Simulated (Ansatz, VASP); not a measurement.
# TaAl4: VASP beside Ansatz

```xyz
5
Lattice="-2.0271 2.0271 5.4761 2.0271 -2.0271 5.4761 2.0271 2.0271 -5.4761" Properties=species:S:1:pos:R:3 pbc="T T T"
Ta    0.0000    0.0000    0.0000
Al    0.0000    0.0000    4.2712
Al    2.0271    0.0000    2.7381
Al    0.0000    2.0271    2.7381
Al    0.0000    0.0000    6.6811
```

Change from the starting cell: species swapped into the SmAl4 type (I4/mmm, No. 139).

Alike in both runs: task relaxation of cell and atoms; functional PBE; k mesh 6 × 6 × 6; occupations gaussian, width 0.1 eV; no spin polarisation.

|  | VASP | Ansatz |
| --- | --- | --- |
| version | VASP 6.6.1 | Ansatz 0.2.0 |
| potentials or method | VASP PAW PBE potentials, release 64 (Ta_pv, Al), cutoff 600 eV | scalar-relativistic, plane waves, PAW |
| valence electrons in the cell | 23 | 25 |

|  | VASP | Ansatz | Ansatz less VASP |
| --- | --- | --- | --- |
| gap on the k mesh at the Fermi level, each at its own relaxed structure (eV) | none | none | - |
| relaxed volume (Å³/atom) | 17.66 | 17.64 | -0.018 |
| relaxed cell length with the largest relative difference (Å) | 7.128 | 7.141 | +0.0140 |

A gap of «none» marks a metal or a gap that the smearing closes. VASP's potentials hold 23 valence electrons a cell and Ansatz's 25, so a difference there can come from the potentials and not from the codes.

The k mesh is coarse, so the values compare programs but aren't converged. Neither program's run includes spin-orbit coupling.
